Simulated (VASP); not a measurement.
Wanted: the native input for a VASP 6.6.1 run.

| Item | Value |
| --- | --- |
| Task | single point |
| Functional | PBE |
| Potentials or basis | VASP PAW PBE potentials, release 64 (Pb_d, Re, Fe) |
| Cutoff | 520 eV |
| k mesh | 3 × 3 × 5 |
| Occupations | fermi-dirac, width 0.1 eV |
| Spin | no spin polarisation |
| Dipole correction | no |
| Further INCAR settings | ALGO = Normal; EDIFF = 1e-06; NBANDS = 49 |

The structure of FeRe6Pb2 lies in POSCAR:

```
FeRe6Pb2
1.0
    7.1122460000      0.0000000000      0.0000000000
   -3.5561230000      6.1593900000      0.0000000000
    0.0000000000      0.0000000000      3.6588450000
Pb Re Fe
2 6 1
Direct
    0.3333000000      0.6667000000      0.0000000000
    0.6667000000      0.3333000000      0.0000000000
    0.2420000000      0.0000000000      0.0000000000
    0.7580000000      0.7580000000      0.0000000000
    0.0000000000      0.2420000000      0.0000000000
    0.5970000000      0.0000000000      0.5000000000
    0.4030000000      0.4030000000      0.5000000000
    0.0000000000      0.5970000000      0.5000000000
    0.0000000000      0.0000000000      0.5000000000
```

These files were run (other wordings do the same):

INCAR

```
PREC     = Accurate       # precision mode
ENCUT    = 520            # plane-wave cutoff, eV
EDIFF    = 1E-6           # SCF threshold, eV
ISMEAR   = -1             # smearing method
SIGMA    = 0.1            # smearing width, eV
LREAL    = F              # projectors in reciprocal space
LASPH    = T              # aspherical terms in the spheres
NELM     = 60             # most SCF steps
ALGO     = Normal         # electronic algorithm
ISIF     = 2              # what is computed and relaxed
LWAVE    = F              # write WAVECAR
LCHARG   = F              # write CHGCAR
GGA      = PE             # functional
NBANDS   = 49             # bands
```

KPOINTS

```
Automatic mesh
0
Gamma
  3 3 5
```

Potentials or basis: VASP PAW PBE potentials, release 64 (Pb_d, Re, Fe).

Run with:

```sh
$ cat potpaw_PBE.64/Pb_d/POTCAR potpaw_PBE.64/Re/POTCAR potpaw_PBE.64/Fe/POTCAR > POTCAR
$ mpirun -np 1 vasp_std > vasp.out
```

Results of the run:

```
Pressure               : -14.1 GPa
Largest force          : 2.792 eV/Å
Band gap on the k mesh : zero (bands 39 and 40 overlap by 0.28 eV)
```

Caveat: the cell stands under tension; spin-orbit coupling is left out, which moves the levels of the heavy elements; the run has no spin polarisation, though such a crystal can be magnetic; forces of over 1 eV/Å act on the atoms, so gaps and moduli don't describe the material at rest.

It took 5.1 min on 1 thread of Intel(R) Xeon(R) Platinum 8375C CPU @ 2.90GHz (Ice Lake), on a shared host, peak memory 0.32 GiB.
